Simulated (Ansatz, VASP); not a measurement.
One calculation of FeO, two programs

Contents of INCAR:

```
  PREC = Accurate
  ENCUT = 600
  EDIFF = 1E-6
  ISMEAR = -1
  SIGMA = 0.05
  LREAL = False
  LASPH = True
  NELM = 200
  ALGO = Normal
  ISIF = 2
  LWAVE = False
  LCHARG = True
  ISPIN = 2
  MAGMOM = 4.5 0
  LORBIT = 11
  LMAXMIX = 4
  GGA = PE
  LELF = True
  LVHAR = True
  NBANDS = 22
  GGA_COMPAT = False
```

The input KPOINTS:

```
regular mesh
0
Gamma
  11 11 11
```

POSCAR

```
FeO
1.0
    1.5188209023      0.8768916568      2.5195772846
   -1.5188209023      0.8768916568      2.5195772846
    0.0000000000     -1.7537833136      2.5195772846
Fe O
1 1
Direct
    0.0000000000      0.0000000000      0.0000000000
    0.5000000000      0.5000000000      0.5000000000
```

input.yaml

```yaml
crystal:
  lattice:
    - [1.5188209023, 0.8768916568, 2.5195772846]
    - [-1.5188209023, 0.8768916568, 2.5195772846]
    - [0.0, -1.7537833136, 2.5195772846]
  atoms:
    - { symbol: Fe, position: [0.0, 0.0, 0.0], spin: 4.5 }
    - { symbol: O, position: [0.5, 0.5, 0.5] }
hamiltonian:
  xc: pbe
  pseudopotentials: { kind: paw }
magnetization:
  spin_polarized: true
kpoints:
  mp_grid: { grid: [11, 11, 11] }
scf:
  occupations: { method: fermi_dirac, width: 0.05 }
output:
  forces: true
  stress: true
  eigenvalues: true
  write_density: true
  write_potential: true
  elf: true
  volumetric_format: npy
```

Alike in both runs: task single point; functional PBE; k mesh 11 × 11 × 11; occupations fermi-dirac, width 0.05 eV; collinear spin.

|  | VASP | Ansatz |
| --- | --- | --- |
| version | VASP 6.6.1 | Ansatz 0.2.0 |
| potentials or method | VASP PAW PBE potentials, release 64 (Fe_sv, O) | Ansatz PAW |
| plane-wave cutoff (eV) | 600 | 420 |
| valence electrons in the cell | 22 | 22 |

Ansatz gave:

```
gap on the k mesh at the Fermi level (eV)                     : none
pressure (GPa)                                                : -1.2
traceless stress, the component that is largest in VASP (GPa) : -0.63
net moment per atom (μB)                                      : 2.00
size of the moment on the site where the two differ most (μB) : 0.32
```

Problem. Which values does VASP return?

Solution. gap on the k mesh at the Fermi level (eV): none; pressure (GPa): -3.6; traceless stress, the component that is largest in VASP (GPa): -0.64; net moment per atom (μB): 2.00; size of the moment on the site where the two differ most (μB): 0.29.

Site moments also hang on the region over which each program counts them. A gap of «none» marks a metal or a gap that the smearing closes. The functional is the same, so the differences come from potentials, cutoffs and numerics.
